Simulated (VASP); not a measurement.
Wanted: the native input for a VASP 6.6.1 run.

* Task: single point
* Functional: PBE
* Potentials or basis: VASP PAW PBE potentials, release 64 (Ca_sv, Cd, N)
* Cutoff: 520 eV
* k mesh: 6 × 6 × 4
* Occupations: gaussian, width 0.1 eV
* Spin: no spin polarisation
* Dipole correction: no
* Further INCAR settings: ALGO = Normal; EDIFF = 1e-06; NBANDS = 29

The structure of Ca2CdN2 lies in POSCAR:

```
Ca2CdN2
1.0
    3.9730881737      0.0000000000      0.0000000000
   -1.9865440868      3.4407952899      0.0000000000
    0.0000000000      0.0000000000      6.1397991906
Ca Cd N
2 1 2
Direct
    0.3333333333      0.6666666667      0.6838754709
    0.6666666667      0.3333333333      0.3161245291
    0.0000000000      0.0000000000      0.0000000000
    0.3333333333      0.6666666667      0.2379721807
    0.6666666667      0.3333333333      0.7620278193
```

These files were run (other wordings do the same):

INCAR

```
SYSTEM = Ca2CdN2
ALGO = Normal ; EDIFF = 1E-6
ENCUT = 520 ; GGA = PE
ISIF = 2 ; ISMEAR = 0
LASPH = .True. ; LCHARG = .True.
LELF = .True. ; LREAL = .False.
LVHAR = .True. ; LWAVE = .False.
NBANDS = 29 ; NELM = 100
PREC = Accurate ; SIGMA = 0.1
```

KPOINTS

```
k-points
0
Gamma
  6 6 4
  0 0 0
```

Potentials or basis: VASP PAW PBE potentials, release 64 (Ca_sv, Cd, N).

Command:

```console
$ cat potpaw_PBE.64/Ca_sv/POTCAR potpaw_PBE.64/Cd/POTCAR potpaw_PBE.64/N/POTCAR > POTCAR
$ mpirun -np 1 vasp_std > vasp.out
```

It gave:

| Quantity | Value |
| --- | --- |
| Pressure | 0.5 GPa |
| Largest force | 0.024 eV/Å |
| Band gap on the k mesh | 0.26 eV, indirect (least direct gap 0.51 eV) |

It took 71 s on 1 thread of Oxide Virtual Turin-like Processor (shared host), peak memory 0.19 GiB.
